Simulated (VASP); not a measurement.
# Ir12O in VASP: notebook

Ir12O is run at these levels: PBE+D3(BJ); tasks: single point.

Everything below comes from runs of VASP 6.6.1. Logs are shortened: lines on timing, memory, paths and dates and some standing lists are left out, and cuts for length are marked.

### Step 1. The cell of the first run

The cell holds a slab with vacuum, 13 atoms: a = 5.431 Å, b = 5.431 Å, c = 21.001 Å, α = 90.00°, β = 90.00°, γ = 90.00°.

### Step 2. Single point, PBE+D3(BJ)

Contents of INCAR:

```
SYSTEM = Ir12O
PREC = Accurate
ENCUT = 520
EDIFF = 1E-6
ISMEAR = 0
SIGMA = 0.1
LREAL = .FALSE.
LASPH = .TRUE.
NELM = 80
ALGO = Normal
ISIF = 2
LWAVE = .FALSE.
LCHARG = .TRUE.
LDIPOL = .TRUE.
IDIPOL = 3
DIPOL = 0.5 0.5 0.297
GGA = PE
IVDW = 12
LELF = .TRUE.
LVHAR = .TRUE.
LVACPOTAV = .TRUE.
NBANDS = 69
```

Contents of KPOINTS:

```
regular mesh
0
G
  5 5 1
  0 0 0
```

Contents of POSCAR:

```
Ir12O
1.0
    5.4309029918      0.0000000000      0.0000000000
    0.0000000000      5.4309029918      0.0000000000
    0.0000000000      0.0000000000     21.0013955423
Ir O
12 1
Direct
    0.2500000000      0.2500000000      0.1904635333
    0.2500000000      0.7500000000      0.1904635333
    0.7500000000      0.2500000000      0.1904635333
    0.7500000000      0.7500000000      0.1904635333
    0.0000000000      0.0000000000      0.2785823619
    0.0000000000      0.5000000000      0.2785823619
    0.5000000000      0.0000000000      0.2785823619
    0.5000000000      0.5000000000      0.2785823619
    0.2500000000      0.2500000000      0.3667087517
    0.2500000000      0.7500000000      0.3667087517
    0.7500000000      0.2500000000      0.3667087517
    0.7500000000      0.7500000000      0.3667087517
    0.3333333333      0.3333333333      0.5238411667
```

Potentials or basis: VASP PAW PBE potentials, release 64 (Ir, O).

On the command line:

```bash
$ cat potpaw_PBE.64/Ir/POTCAR potpaw_PBE.64/O/POTCAR > POTCAR
$ mpirun -np 1 vasp_std > vasp.out
```

OUTCAR:

```text
SYSTEM = Ir12O
   PREC = Accurate
   ENCUT = 520
   EDIFF = 1E-6
   ISMEAR = 0
   LREAL = .FALSE.
   LASPH = .TRUE.
   NELM = 80
   ISIF = 2
   GGA = PE
   IVDW = 12
 IVDW          = 12

 ion  position               nearest neighbor table
   1  0.250  0.250  0.190-   5 2.67   6 2.67   7 2.67   8 2.67   2 2.72   3 2.72   2 2.72   3 2.72

   2  0.250  0.750  0.190-   5 2.67   6 2.67   7 2.67   8 2.67   1 2.72   4 2.72   1 2.72   4 2.72

   3  0.750  0.250  0.190-   5 2.67   6 2.67   7 2.67   8 2.67   1 2.72   4 2.72   4 2.72   1 2.72
[... 15 lines left out ...]
  11  0.750  0.250  0.367-   5 2.67   6 2.67   7 2.67   8 2.67   9 2.72  12 2.72  12 2.72   9 2.72

  12  0.750  0.750  0.367-   5 2.67   6 2.67   7 2.67   8 2.67  10 2.72  11 2.72  11 2.72  10 2.72

  13  0.333  0.333  0.524-

  LATTYP: Found a simple tetragonal cell.
 ALAT       =     5.4309029918
 C/A-ratio  =     3.8670172481

  Lattice vectors:

 A1 = (   5.4309029918,   0.0000000000,   0.0000000000)
 A2 = (   0.0000000000,   5.4309029918,   0.0000000000)
 A3 = (   0.0000000000,   0.0000000000,  21.0013955423)

Analysis of symmetry for initial positions (statically):
=====================================================================
 Subroutine PRICEL returns:
 Original cell was already a primitive cell.

 Routine SETGRP: Setting up the symmetry group for a
 simple tetragonal supercell.

 Subroutine GETGRP returns: Found  2 space group operations
 (whereof  2 operations were pure point group operations)
 out of a pool of 16 trial point group operations.

The static configuration has the point symmetry C_1h.

Analysis of symmetry for dynamics (positions and initial velocities):
=====================================================================
 Subroutine PRICEL returns:
 Original cell was already a primitive cell.

 Routine SETGRP: Setting up the symmetry group for a
 simple tetragonal supercell.

 Subroutine GETGRP returns: Found  2 space group operations
 (whereof  2 operations were pure point group operations)
 out of a pool of 16 trial point group operations.

The dynamic configuration has the point symmetry C_1h.

 Subroutine INISYM returns: Found  2 space group operations
 (whereof  2 operations are pure point group operations),
 and found     1 'primitive' translations

----------------------------------------------------------------------------------------

                                     Primitive cell

  volume of cell :     619.4300

  direct lattice vectors                    reciprocal lattice vectors
     5.430902992  0.000000000  0.000000000     0.184131442  0.000000000  0.000000000
     0.000000000  5.430902992  0.000000000     0.000000000  0.184131442  0.000000000
     0.000000000  0.000000000 21.001395542     0.000000000  0.000000000  0.047615883

  length of vectors
     5.430902992  5.430902992 21.001395542     0.184131442  0.184131442  0.047615883

  position of ions in fractional coordinates (direct lattice)
     0.250000000  0.250000000  0.190463533
     0.250000000  0.750000000  0.190463533
     0.750000000  0.250000000  0.190463533
     0.750000000  0.750000000  0.190463533
     0.000000000  0.000000000  0.278582362
     0.000000000  0.500000000  0.278582362
     0.500000000  0.000000000  0.278582362
     0.500000000  0.500000000  0.278582362
     0.250000000  0.250000000  0.366708752
     0.250000000  0.750000000  0.366708752
     0.750000000  0.250000000  0.366708752
     0.750000000  0.750000000  0.366708752
     0.333333333  0.333333333  0.523841167

  ion indices of the primitive-cell ions
   primitive index   ion index
                 1           1
                 2           2
                 3           3
                 4           4
                 5           5
                 6           6
                 7           7
                 8           8
                 9           9
                10          10
                11          11
                12          12
                13          13

----------------------------------------------------------------------------------------

 KPOINTS: regular mesh

Automatic generation of k-mesh.
 Grid dimensions read from file:
 generate k-points for:    5    5    1

 Generating k-lattice:

  Cartesian coordinates                     Fractional coordinates (reciprocal lattice)
     0.036826288  0.000000000  0.000000000     0.200000000  0.000000000  0.000000000
     0.000000000  0.036826288  0.000000000     0.000000000  0.200000000  0.000000000
     0.000000000  0.000000000  0.047615883     0.000000000  0.000000000  1.000000000

  Length of vectors
     0.036826288  0.036826288  0.047615883

  Shift w.r.t. Gamma in fractional coordinates (k-lattice)
     0.000000000  0.000000000  0.000000000

 Subroutine IBZKPT returns following result:
 ===========================================

 Found      9 irreducible k-points:

 Following reciprocal coordinates:
            Coordinates               Weight
  0.000000  0.000000  0.000000      1.000000
  0.200000  0.000000  0.000000      4.000000
  0.400000  0.000000  0.000000      4.000000
  0.200000  0.200000  0.000000      2.000000
 -0.200000  0.200000  0.000000      2.000000
  0.400000  0.200000  0.000000      4.000000
 -0.200000  0.400000  0.000000      4.000000
  0.400000  0.400000  0.000000      2.000000
 -0.400000  0.400000  0.000000      2.000000
   k-points           NKPTS =      9   k-points in BZ     NKDIM =      9   number of bands    NBANDS=     69
   number of dos      NEDOS =    301   number of ions     NIONS =     13
   total plane-waves  NPLWV = 256000
   dimension x,y,z NGX =    40 NGY =   40 NGZ =  160
   dimension x,y,z NGXF=    80 NGYF=   80 NGZF=  320
   ions per type =              12   1
   NGX,Y,Z   is equivalent  to a cutoff of  12.24, 12.24, 12.67 a.u.
   NGXF,Y,Z  is equivalent  to a cutoff of  24.49, 24.49, 25.33 a.u.
 SYSTEM =  Ir12O
   PREC   = accura    normal or accurate (medium, high low for compatibility)
   ISTART =      0    job   : 0-new  1-cont  2-samecut
   ICHARG =      2    charge: 1-file 2-atom 10-const
   ISPIN  =      1    spin polarized calculation?
   LNONCOLLINEAR =      F non collinear calculations
   LSORBIT =      F    spin-orbit coupling
   LASPH  =      T    aspherical Exc in radial PAW
   ENCUT  =  520.0 eV  38.22 Ry    6.18 a.u.  10.10 10.10 39.05*2*pi/ulx,y,z
   NELM   =     80;   NELMIN=  2; NELMDL= -5     # of ELM steps
   EDIFF  = 0.1E-05   stopping-criterion for ELM
   LREAL  =      F    real-space projection
   EDIFFG = 0.1E-04   stopping-criterion for IOM
   NSW    =      0    number of steps for IOM
   IBRION =     -1    ionic relax: 0-MD 1-quasi-New 2-CG
   NFREE  =      0    steps in history (QN), initial steepest desc. (CG)
   ISIF   =      2    stress and relaxation
   ISYM   =      2    0-nonsym 1-usesym 2-fastsym
   POTIM  = 0.5000    time-step for ionic-motion
   TEBEG  =    0.0;   TEEND  =   0.0 temperature during run
   PSTRESS=    0.0 pullay stress
   NELECT =     114.0000    total number of electrons
   NUPDOWN=      -1.0000    fix difference up-down
   EMIN   =  10.00;   EMAX   =-10.00  energy-range for DOS
   EFERMI =   0.00;   METHOD = LEGACY
   ISMEAR =     0;   SIGMA  =   0.10  broadening in eV -4-tet -1-fermi 0-gaus
   EFERMI_NEDOS =   21; number of points for ismear=-14 and -15
   IALGO  =     38    algorithm
   IMIX   =      4    mixing-type and parameters
     AMIX     =   0.40;   BMIX     =  1.00
     AMIX_MAG =   1.60;   BMIX_MAG =  1.00
  volume/ion in A,a.u.               =      47.65       321.55
  Fermi-wavevector in a.u.,A,eV,Ry     =   0.931206  1.759724 11.798215  0.867144
  Thomas-Fermi vector in A             =   2.057675
   LORBIT       =      0    0 simple, 1 ext, 2 COOP (PROOUT), +10 PAW based schemes
   GGA     = PE    functional components
   LHFCALC =     F    Hartree Fock is set to
   AEXX    =    0.0000 exact exchange contribution
   IVDW    =    12    specifies the selected vdW correction
   LEPSILON=     F    determine dielectric tensor
   LRPA    =     F    only Hartree local field effects (RPA)
 non-spin polarized calculation
 Gauss-broadening in eV      SIGMA  =   0.10
  energy-cutoff  :      520.00
  volume of cell :      619.43
 maximum number of plane-waves:     16712
   NGX = 21   NGY = 21   NGZ = 79

 dipolmoment           0.000000      0.000000     -0.101166 electrons x Angstroem

 number of electron     113.9999986 magnetization

 dipolmoment           0.000000      0.000000      0.459477 electrons x Angstroem

 Free energy of the ion-electron system (eV)
  ---------------------------------------------------
  ext. energy  EPLUGINS =         0.00000000
  ---------------------------------------------------
  free energy    TOTEN  =       -97.03681482 eV

  energy without entropy =      -96.90310053  energy(sigma->0) =      -96.96995768

 E-fermi :  -1.8623     XC(G=0):  -5.0934

 val. band max:       -1.8877908391   @ k =   0.2000   0.0000   0.0000
 cond. band min:      -1.8595279727   @ k =  -0.4000   0.4000   0.0000
 fundamental gap:      0.0282628664
 Fermi energy:        -1.8623090178

 k-point     1 :       0.0000    0.0000    0.0000
  band No.  band energies     occupation
      1     -16.7727      2.00000
      2     -11.7549      2.00000
      3      -9.2578      2.00000
      4      -9.2577      2.00000
      5      -9.1913      2.00000
      6      -9.0323      2.00000
[... 637 lines left out ...]
     68      -0.8750      0.00000
     69      -0.8662      0.00000

------------------------ aborting loop because EDIFF is reached ----------------------------------------

 Edisp (eV)   -5.45866

 E8    (eV) :    -2.6658

  FORCE on cell =-STRESS in cart. coord.  units (eV):
  Direction    XX          YY          ZZ          XY          YZ          ZX
  --------------------------------------------------------------------------------------
  -------------------------------------------------------------------------------------
  Total     -10.78246   -10.78246    -4.34702    -0.00029    -0.18497    -0.18497
  in kB     -27.88921   -27.88921   -11.24372    -0.00075    -0.47842    -0.47842
  external pressure =      -22.34 kB  Pullay stress =        0.00 kB

 VOLUME and BASIS-vectors are now :
 -----------------------------------------------------------------------------
  energy-cutoff  :      520.00
  volume of cell :      619.43
      direct lattice vectors                 reciprocal lattice vectors
     5.430902992  0.000000000  0.000000000     0.184131442  0.000000000  0.000000000
     0.000000000  5.430902992  0.000000000     0.000000000  0.184131442  0.000000000
     0.000000000  0.000000000 21.001395542     0.000000000  0.000000000  0.047615883

 POSITION                                       TOTAL-FORCE (eV/Angst)
 -----------------------------------------------------------------------------------
      1.35773      1.35773      4.00000        -0.008265     -0.008265      0.055370
      1.35773      4.07318      4.00000        -0.001321      0.006650     -0.017653
      4.07318      1.35773      4.00000         0.006650     -0.001321     -0.017653
      4.07318      4.07318      4.00000        -0.008634     -0.008634     -0.089042
      0.00000      0.00000      5.85062         0.072317      0.072317      0.089859
      0.00000      2.71545      5.85062         0.038506     -0.060915      0.003220
      2.71545      0.00000      5.85062        -0.060915      0.038506      0.003220
      2.71545      2.71545      5.85062        -0.030633     -0.030633     -0.050264
      1.35773      1.35773      7.70140         0.060785      0.060785      0.922106
      1.35773      4.07318      7.70140         0.011371     -0.013125      0.175632
      4.07318      1.35773      7.70140        -0.013125      0.011371      0.175632
      4.07318      4.07318      7.70140        -0.008115     -0.008115      0.098806
      1.81030      1.81030     11.00140        -0.058620     -0.058620     -1.349233
 -----------------------------------------------------------------------------------
    total drift:                               -0.000138     -0.000138      0.000603

  FREE ENERGIE OF THE ION-ELECTRON SYSTEM (eV)
  ---------------------------------------------------
  free  energy   TOTEN  =      -102.4954710520 eV

  energy  without entropy=     -102.3617567598  energy(sigma->0) =     -102.42861391

 vacuum level on the upper side and lower side of the slab         6.284         3.464
```

Run time: 13 min. Hardware: 1 thread of Intel Xeon 6975P-C (Granite Rapids), shared host; peak memory 0.68 GiB.

What came out:

* Free energy: -102.4955 eV
* Largest force: 1.352 eV/Å
* Band gap on the k mesh: zero (bands 57 and 58 overlap by 0.98 eV)
* Dispersion energy per atom: -0.420 eV

Forces in eV/Å, atoms in the order of the input:
```
Ir  -0.008 -0.008  0.055
Ir  -0.001  0.007 -0.018
Ir   0.007 -0.001 -0.018
Ir  -0.009 -0.009 -0.089
Ir   0.072  0.072  0.090
Ir   0.039 -0.061  0.003
Ir  -0.061  0.039  0.003
Ir  -0.031 -0.031 -0.050
Ir   0.061  0.061  0.922
Ir   0.011 -0.013  0.176
Ir  -0.013  0.011  0.176
Ir  -0.008 -0.008  0.099
O   -0.059 -0.059 -1.349
```

Caveat: spin-orbit coupling is left out, which moves the levels of the heavy elements.

### Step 3. Single point, PBE+D3(BJ)

Contents of INCAR:

```
SYSTEM = Ir12O
PREC = Accurate ; ENCUT = 520
EDIFF = 1E-6 ; ISMEAR = 0
SIGMA = 0.1 ; LREAL = .FALSE.
LASPH = .TRUE. ; NELM = 100
ALGO = Normal ; ISIF = 2
LWAVE = .FALSE. ; LCHARG = .TRUE.
LDIPOL = .TRUE. ; IDIPOL = 3
DIPOL = 0.5 0.5 0.297 ; GGA = PE
IVDW = 12 ; LELF = .TRUE.
LVHAR = .TRUE. ; LVACPOTAV = .TRUE.
NBANDS = 69
```

KPOINTS is that of step 2.

Edit POSCAR of step 2 so:

```diff
@@ -20,2 +20,2 @@
     0.7500000000      0.7500000000      0.3667087517
-    0.3333333333      0.3333333333      0.5238411667
+    0.4166666667      0.4166666667      0.5238411667
```

Potentials or basis: VASP PAW PBE potentials, release 64 (Ir, O).

On the command line:

```bash
$ cat potpaw_PBE.64/Ir/POTCAR potpaw_PBE.64/O/POTCAR > POTCAR
$ mpirun -np 1 vasp_std > vasp.out
```

It took 24 min on 1 thread of Oxide Virtual Turin-like, shared host; peak memory 0.67 GiB.

It converged, with:

```yaml
Free_energy: -102.4392 eV
Largest_force: 1.243 eV/Å
Band_gap_on_the_k_mesh: zero (bands 57 and 58 overlap by 0.97 eV)
Dispersion_energy_per_atom: -0.420 eV
```

Forces on the atoms (eV/Å):
```
Ir  -0.011 -0.011  0.032
Ir  -0.002  0.009 -0.011
Ir   0.009 -0.002 -0.011
Ir  -0.005 -0.005 -0.054
Ir   0.051  0.051  0.163
Ir   0.016 -0.040 -0.017
Ir  -0.040  0.016 -0.017
Ir  -0.011 -0.011 -0.091
Ir   0.065  0.065  0.588
Ir   0.025 -0.029  0.256
Ir  -0.029  0.025  0.256
Ir  -0.014 -0.014  0.148
O   -0.054 -0.054 -1.241
```

Levels at points of the mesh, in eV from the Fermi level:
```tsv
k point	band 55	band 56	band 57	band 58	band 59	band 60
(0.00, 0.00, 0.00)	0.27	0.53	0.58	0.64	0.64	0.64
```

Caveat: spin-orbit coupling is left out, which moves the levels of the heavy elements.
